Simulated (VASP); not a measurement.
# AlN (m.b) (P6_3mc) in VASP: further runs, part 2 of 2

VASP 6.6.1. The steps go on from the part before.

## (3) Single point, PBE

This run uses another cell than the first one, of 10.65 Å³/atom, 1.021 times its volume.

Input file INCAR:

```
PREC = Accurate ; ENCUT = 600
EDIFF = 1E-6 ; ISMEAR = 0
SIGMA = 0.02 ; LREAL = F
LASPH = T ; NELM = 120
ALGO = Normal ; ISIF = 2
LWAVE = F ; LCHARG = F
GGA = PE ; NBANDS = 16
GGA_COMPAT = F
```

Input file KPOINTS:

```
regular mesh
0
Gamma
  9 9 6
```

Input file POSCAR:

```
AlN
1.0
    3.1302326511      0.0000000000      0.0000000000
   -1.5651163255      2.7108609956      0.0000000000
    0.0000000000      0.0000000000      5.0179633785
Al N
2 2
Direct
    0.3333333333      0.6666666667     -0.0022714551
    0.6666666667      0.3333333333      0.4977285449
    0.3333333333      0.6666666667      0.3792714551
    0.6666666667      0.3333333333      0.8792714551
```

Potentials or basis: VASP PAW PBE potentials, release 64 (Al, N).

The run is started by

```bash
> cat potpaw_PBE.64/Al/POTCAR potpaw_PBE.64/N/POTCAR > POTCAR
> mpirun -np 1 vasp_std > vasp.out
```

OUTCAR:

```text
PREC = Accurate
   ENCUT = 600
   EDIFF = 1E-6
   ISMEAR = 0
   LREAL = F
   LASPH = T
   NELM = 120
   ISIF = 2
   GGA = PE

 ion  position               nearest neighbor table
   1  0.333  0.667  0.998-   4 1.90   4 1.90   4 1.90   3 1.91   2 3.09   2 3.09   2 3.09   2 3.09
                             2 3.09   2 3.09
   2  0.667  0.333  0.498-   3 1.90   3 1.90   3 1.90   4 1.91   1 3.09   1 3.09   1 3.09   1 3.09
                             1 3.09   1 3.09
   3  0.333  0.667  0.379-   2 1.90   2 1.90   2 1.90   1 1.91
   4  0.667  0.333  0.879-   1 1.90   1 1.90   1 1.90   2 1.91

  LATTYP: Found a hexagonal cell.
 ALAT       =     3.1302326511
 C/A-ratio  =     1.6030640332

  Lattice vectors:

 A1 = (   3.1302326511,   0.0000000000,   0.0000000000)
 A2 = (  -1.5651163255,   2.7108609956,   0.0000000000)
 A3 = (   0.0000000000,   0.0000000000,   5.0179633785)

Analysis of symmetry for initial positions (statically):
=====================================================================
 Subroutine PRICEL returns:
 Original cell was already a primitive cell.

 Routine SETGRP: Setting up the symmetry group for a
 hexagonal supercell.

 Subroutine GETGRP returns: Found 12 space group operations
 (whereof  6 operations were pure point group operations)
 out of a pool of 24 trial point group operations.

The static configuration has the point symmetry C_3v.
 The point group associated with its full space group is C_6v.

Analysis of symmetry for dynamics (positions and initial velocities):
=====================================================================
 Subroutine PRICEL returns:
 Original cell was already a primitive cell.

 Routine SETGRP: Setting up the symmetry group for a
 hexagonal supercell.

 Subroutine GETGRP returns: Found 12 space group operations
 (whereof  6 operations were pure point group operations)
[... 127 lines left out ...]
     AMIX_MAG =   1.60;   BMIX_MAG =  1.00
  volume/ion in A,a.u.               =      10.65        71.84
  Fermi-wavevector in a.u.,A,eV,Ry     =   1.181348  2.232423 18.988048  1.395582
  Thomas-Fermi vector in A             =   2.317623
   LORBIT       =      0    0 simple, 1 ext, 2 COOP (PROOUT), +10 PAW based schemes
   GGA     = PE    functional components
   LHFCALC =     F    Hartree Fock is set to
   AEXX    =    0.0000 exact exchange contribution
   IVDW    =     0    specifies the selected vdW correction
   LEPSILON=     F    determine dielectric tensor
   LRPA    =     F    only Hartree local field effects (RPA)
 non-spin polarized calculation
 Gauss-broadening in eV      SIGMA  =   0.02
  energy-cutoff  :      600.00
  volume of cell :       42.58
 maximum number of plane-waves:      1448
 NGX is ok and might be reduce to    28
   NGX = 13   NGY = 13   NGZ = 21

 number of electron      16.0000000 magnetization

 Free energy of the ion-electron system (eV)
  ---------------------------------------------------
  ext. energy  EPLUGINS =         0.00000000
  ---------------------------------------------------
  free energy    TOTEN  =       -29.78354606 eV

  energy without entropy =      -29.78354606  energy(sigma->0) =      -29.78354606

 E-fermi :   6.1332     XC(G=0): -10.8270

 val. band max:        5.9642670266   @ k =   0.0000   0.0000   0.0000
 cond. band min:      10.0075877601   @ k =   0.0000   0.0000   0.0000
 fundamental gap:      4.0433207335
 Fermi energy:         6.1331651861

 k-point     1 :       0.0000    0.0000    0.0000
  band No.  band energies     occupation
      1      -9.1040      2.00000
      2      -7.0214      2.00000
      3       0.0584      2.00000
      4       5.1186      2.00000
      5       5.1186      2.00000
      6       5.7613      2.00000
[... 433 lines left out ...]
      3       1.3508      2.00000
      4       1.8324      2.00000
      5       1.8324      2.00000
      6       3.3223      2.00000
[... 8 lines left out ...]
     15      18.9136      0.00000
     16      20.7956      0.00000

 [... further k-points ...]

------------------------ aborting loop because EDIFF is reached ----------------------------------------

  FORCE on cell =-STRESS in cart. coord.  units (eV):
  Direction    XX          YY          ZZ          XY          YZ          ZX
  --------------------------------------------------------------------------------------
  -------------------------------------------------------------------------------------
  Total       -0.1052259     -0.1052259     -0.0890275     -0.0000000     -0.0000000      0.0000000
  in kB       -3.9593314     -3.9593314     -3.3498336     -0.0000000     -0.0000000      0.0000000
  external PRESSURE =      -3.7561654 kB  Pullay stress =       0.0000000 kB

 VOLUME and BASIS-vectors are now :
 -----------------------------------------------------------------------------
  energy-cutoff  :      600.00
  volume of cell :       42.58
      direct lattice vectors                 reciprocal lattice vectors
     3.130232651  0.000000000  0.000000000     0.319465072  0.184443245  0.000000000
    -1.565116326  2.710860996  0.000000000     0.000000000  0.368886491  0.000000000
     0.000000000  0.000000000  5.017963379     0.000000000  0.000000000  0.199284037

 POSITION                                       TOTAL-FORCE (eV/Angst)
 -----------------------------------------------------------------------------------
     -0.00000      1.80724      5.00657         0.000000      0.000000      0.000723
      1.56512      0.90362      2.49758         0.000000     -0.000000      0.000723
     -0.00000      1.80724      1.90317         0.000000     -0.000000     -0.000723
      1.56512      0.90362      4.41215        -0.000000     -0.000000     -0.000723
 -----------------------------------------------------------------------------------
    total drift:                               -0.000000      0.000000      0.000448

  FREE ENERGIE OF THE ION-ELECTRON SYSTEM (eV)
  ---------------------------------------------------
  free  energy   TOTEN  =       -29.7835460623 eV

  energy  without entropy=      -29.7835460623  energy(sigma->0) =      -29.78354606
```

OSZICAR:

```text
N       E                     dE             d eps       ncg     rms          rms(c)
DAV:   1     0.464882703075E+02    0.46488E+02   -0.79065E+03  1544   0.101E+03
DAV:   2    -0.304594250482E+02   -0.76948E+02   -0.70155E+02  2136   0.204E+02
DAV:   3    -0.344345165805E+02   -0.39751E+01   -0.39613E+01  1968   0.488E+01
DAV:   4    -0.344601432852E+02   -0.25627E-01   -0.25625E-01  1896   0.422E+00
DAV:   5    -0.344604745502E+02   -0.33126E-03   -0.33126E-03  1984   0.480E-01    0.120E+01
DAV:   6    -0.297639708628E+02    0.46965E+01   -0.10668E+01  1920   0.248E+01    0.408E+00
DAV:   7    -0.297954371508E+02   -0.31466E-01   -0.70577E-01  1656   0.594E+00    0.290E+00
DAV:   8    -0.297883062333E+02    0.71309E-02   -0.62947E-02  1720   0.246E+00    0.601E-01
DAV:   9    -0.297829994803E+02    0.53068E-02   -0.12177E-02  2056   0.841E-01    0.251E-01
DAV:  10    -0.297836578419E+02   -0.65836E-03   -0.26195E-03  1712   0.324E-01    0.145E-01
DAV:  11    -0.297835423912E+02    0.11545E-03   -0.25302E-04  1784   0.127E-01    0.340E-02
DAV:  12    -0.297835461423E+02   -0.37511E-05   -0.15184E-05  1800   0.304E-02    0.805E-03
DAV:  13    -0.297835460623E+02    0.79968E-07   -0.59329E-06  1776   0.200E-02
   1 F= -.29783546E+02 E0= -.29783546E+02  d E =-.247440E-35
```

It used 54 s of CPU time on 1 thread of AMD EPYC 7R13 Processor (Zen 3), on a shared host.

What came out:

* Free energy: -29.7835 eV
* Pressure: -0.4 GPa
* Band gap on the k mesh: 4.04 eV, direct

## (4) Relaxation of cell and atoms, PBE

Input file INCAR:

```
SYSTEM = AlN
PREC = Accurate ; ENCUT = 600
EDIFF = 1E-7 ; ISMEAR = 0
SIGMA = 0.02 ; LREAL = .FALSE.
LASPH = .TRUE. ; NELM = 120
ALGO = Normal ; ISIF = 3
LWAVE = .FALSE. ; LCHARG = .FALSE.
GGA = PE ; IBRION = 2
NSW = 100 ; EDIFFG = -0.002
GGA_COMPAT = .FALSE. ; NELMIN = 4
```

Input file KPOINTS:

```
regular mesh
0
G
  9 9 6
  0 0 0
```

Input file POSCAR:

```
AlN
1.0
    3.1100000000      0.0000000000      0.0000000000
   -1.5550000000      2.6933390000      0.0000000000
    0.0000000000      0.0000000000      4.9800000000
Al N
2 2
Direct
    0.3333333000      0.6666667000      0.0000000000
    0.6666667000      0.3333333000      0.5000000000
    0.3333333000      0.6666667000      0.3770000000
    0.6666667000      0.3333333000      0.8770000000
```

Potentials or basis: VASP PAW PBE potentials, release 64 (Al, N).

The run is started by

```bash
> cat potpaw_PBE.64/Al/POTCAR potpaw_PBE.64/N/POTCAR > POTCAR
> mpirun -np 1 vasp_std > vasp.out
```

OUTCAR:

```text
SYSTEM = AlN
   PREC = Accurate
   ENCUT = 600
   EDIFF = 1E-7
   ISMEAR = 0
   LREAL = .FALSE.
   LASPH = .TRUE.
   NELM = 120
   ISIF = 3
   GGA = PE
   IBRION = 2
   NSW = 100
   EDIFFG = -0.002
   NELMIN = 4

 ion  position               nearest neighbor table
   1  0.333  0.667  0.000-   3 1.88   4 1.90   4 1.90   4 1.90   2 3.07   2 3.07   2 3.07   2 3.07
                             2 3.07   2 3.07
   2  0.667  0.333  0.500-   4 1.88   3 1.90   3 1.90   3 1.90   1 3.07   1 3.07   1 3.07   1 3.07
                             1 3.07   1 3.07
   3  0.333  0.667  0.377-   1 1.88   2 1.90   2 1.90   2 1.90
   4  0.667  0.333  0.877-   2 1.88   1 1.90   1 1.90   1 1.90

  LATTYP: Found a hexagonal cell.
 ALAT       =     3.1100000000
 C/A-ratio  =     1.6012861736

  Lattice vectors:

 A1 = (   3.1100000000,   0.0000000000,   0.0000000000)
 A2 = (  -1.5550000000,   2.6933390000,   0.0000000000)
 A3 = (   0.0000000000,   0.0000000000,   4.9800000000)

Analysis of symmetry for initial positions (statically):
=====================================================================
 Subroutine PRICEL returns:
 Original cell was already a primitive cell.

 Routine SETGRP: Setting up the symmetry group for a
 hexagonal supercell.

 Subroutine GETGRP returns: Found 12 space group operations
 (whereof  6 operations were pure point group operations)
 out of a pool of 24 trial point group operations.

The static configuration has the point symmetry C_3v.
 The point group associated with its full space group is C_6v.

Analysis of symmetry for dynamics (positions and initial velocities):
=====================================================================
 Subroutine PRICEL returns:
 Original cell was already a primitive cell.

 Routine SETGRP: Setting up the symmetry group for a
 hexagonal supercell.

[... 149 lines left out ...]
--------------------------------------- Ionic step        1  -------------------------------------------

 number of electron      16.0000002 magnetization

 Free energy of the ion-electron system (eV)
  ---------------------------------------------------
  ext. energy  EPLUGINS =         0.00000000
  ---------------------------------------------------
  free energy    TOTEN  =       -29.76572171 eV

  energy without entropy =      -29.76572171  energy(sigma->0) =      -29.76572171

------------------------ aborting loop because EDIFF is reached ----------------------------------------

  FORCE on cell =-STRESS in cart. coord.  units (eV):
  Direction    XX          YY          ZZ          XY          YZ          ZX
  --------------------------------------------------------------------------------------
  -------------------------------------------------------------------------------------
  Total        0.7039861      0.7039861      1.6275794      0.0000000      0.0000000      0.0000000
  in kB       27.0392034     27.0392033     62.5132415      0.0000000      0.0000000      0.0000000
  external PRESSURE =      38.8638827 kB  Pullay stress =       0.0000000 kB
[... 253 lines left out ...]
--------------------------------------- Ionic step        8  -------------------------------------------

 number of electron      16.0000000 magnetization

 Free energy of the ion-electron system (eV)
  ---------------------------------------------------
  ext. energy  EPLUGINS =         0.00000000
  ---------------------------------------------------
  free energy    TOTEN  =       -29.78250678 eV

  energy without entropy =      -29.78250678  energy(sigma->0) =      -29.78250678

 E-fermi :   6.0827     XC(G=0): -10.8356

 val. band max:        5.9825086981   @ k =   0.0000   0.0000   0.0000
 cond. band min:      10.0429420359   @ k =   0.0000   0.0000   0.0000
 fundamental gap:      4.0604333378
 Fermi energy:         6.0827358388

 k-point     1 :       0.0000    0.0000    0.0000
  band No.  band energies     occupation
      1      -9.0969      2.00000
      2      -7.0087      2.00000
      3       0.0679      2.00000
      4       5.1370      2.00000
      5       5.1370      2.00000
      6       5.7799      2.00000
      7       5.7799      2.00000
      8       5.9825      2.00000
      9      10.0429      0.00000
     10      12.5087      0.00000
     11      16.4541      0.00000
     12      17.0243      0.00000
[... 331 lines left out ...]
 k-point    24 :       0.3333    0.3333    0.1667
  band No.  band energies     occupation
      1      -6.6489      2.00000
      2      -6.6489      2.00000
      3       1.3612      2.00000
      4       1.8474      2.00000
      5       1.8474      2.00000
      6       3.3358      2.00000
      7       4.1295      2.00000
      8       4.1295      2.00000
      9      11.4203      0.00000
     10      14.2128      0.00000
     11      14.9930      0.00000
     12      14.9930      0.00000

 [... further k-points ...]

------------------------ aborting loop because EDIFF is reached ----------------------------------------

  FORCE on cell =-STRESS in cart. coord.  units (eV):
  Direction    XX          YY          ZZ          XY          YZ          ZX
  --------------------------------------------------------------------------------------
  -------------------------------------------------------------------------------------
  Total       -0.0008382     -0.0008382      0.0011869      0.0000000     -0.0000000      0.0000000
  in kB       -0.0316015     -0.0316015      0.0447476      0.0000000     -0.0000000      0.0000000
  external PRESSURE =      -0.0061518 kB  Pullay stress =       0.0000000 kB
[... 19 lines left out ...]
  FREE ENERGIE OF THE ION-ELECTRON SYSTEM (eV)
  ---------------------------------------------------
  free  energy   TOTEN  =       -29.7825067817 eV

  energy  without entropy=      -29.7825067817  energy(sigma->0) =      -29.78250678

 reached required accuracy - stopping structural energy minimisation
```

OSZICAR:

```text
N       E                     dE             d eps       ncg     rms          rms(c)
DAV:   1     0.595566286804E+02    0.59557E+02   -0.83021E+03  1152   0.134E+03
DAV:   2    -0.299496236286E+02   -0.89506E+02   -0.82563E+02  1692   0.249E+02
DAV:   3    -0.344862055686E+02   -0.45366E+01   -0.45194E+01  1528   0.600E+01
DAV:   4    -0.345260245311E+02   -0.39819E-01   -0.39810E-01  1336   0.639E+00
[... 61 lines left out ...]
DAV:   1    -0.297825101198E+02   -0.18960E-04   -0.27126E-03  1152   0.484E-01    0.157E-02
DAV:   2    -0.297825079752E+02    0.21446E-05   -0.50807E-05  1424   0.627E-02    0.708E-03
DAV:   3    -0.297825069154E+02    0.10598E-05   -0.28714E-06  1284   0.162E-02    0.233E-03
DAV:   4    -0.297825068129E+02    0.10246E-06   -0.46242E-07  1192   0.629E-03    0.108E-03
DAV:   5    -0.297825067817E+02    0.31183E-07   -0.83673E-08   592   0.285E-03
   8 F= -.29782507E+02 E0= -.29782507E+02  d E =-.826839E-04
```

It used 230 s of CPU time on 1 thread of AMD EPYC 7R13 Processor (Zen 3), on a shared host.

Results:

```
Free energy                            : -29.7825 eV
Relaxed volume                         : 10.62 Å³/atom
Relaxed cell                           : a = 3.128 Å, b = 3.128 Å, c = 5.015 Å, α = 90.00°, β = 90.00°, γ = 120.00°
Space group after relaxing (to 0.05 Å) : P6_3mc (No. 186)
Energy gained by relaxing              : 4.2 meV/atom
Ionic steps                            : 8
Pressure after relaxing                : 0.0 GPa
Band gap on the k mesh                 : 4.06 eV, direct
```

Step by step:
| step | energy change (eV) | largest force (eV/Å) | pressure (GPa) | volume (Å³) |
| --- | --- | --- | --- | --- |
| 1 | 0.0000 | 0.3292 | 3.89 | 41.71 |
| 2 | -0.0032 | 0.1974 | -3.20 | 43.26 |
| 3 | -0.0163 | 0.0232 | 0.01 | 42.51 |
| 4 | -0.0163 | 0.0283 | 0.08 | 42.49 |
| 5 | -0.0167 | 0.0279 | -0.07 | 42.52 |
| 6 | -0.0167 | 0.0278 | -0.15 | 42.53 |
| 7 | -0.0168 | 0.0125 | 0.07 | 42.48 |
| 8 | -0.0168 | 0.0002 | 0.00 | 42.50 |

Final structure:
```
Al N
1.0
     3.12809    0.00000    0.00000
    -1.56405    2.70901    0.00000
     0.00000    0.00000    5.01504
Al N
2 2
Direct
  0.33333 0.66667 0.99774
  0.66667 0.33333 0.49774
  0.33333 0.66667 0.37926
  0.66667 0.33333 0.87926
```

## (5) The runs side by side

```csv
task,cell,k mesh,smearing,gap on the mesh (eV),pressure (GPa)
single point,"a = 3.110, b = 3.110, c = 4.980 Å, angles 90.0, 90.0, 120.0°, 4 atoms",6 × 6 × 4,gaussian 0.1 eV,4.29,3.9
single point,"a = 3.130, b = 3.130, c = 5.018 Å, angles 90.0, 90.0, 120.0°, 4 atoms",9 × 9 × 6,gaussian 0.02 eV,4.04,-0.4
relaxation of cell and atoms,"relaxed from a = 3.110, b = 3.110, c = 4.980 Å, angles 90.0, 90.0, 120.0°, 4 atoms",9 × 9 × 6,gaussian 0.02 eV,4.06,0.0
```

Alike in all rows: level PBE; potentials or basis VASP PAW PBE potentials, release 64 (Al, N); no spin polarisation; cutoff (eV) 600.

Absolute energies hang on the potentials; compare differences alone.
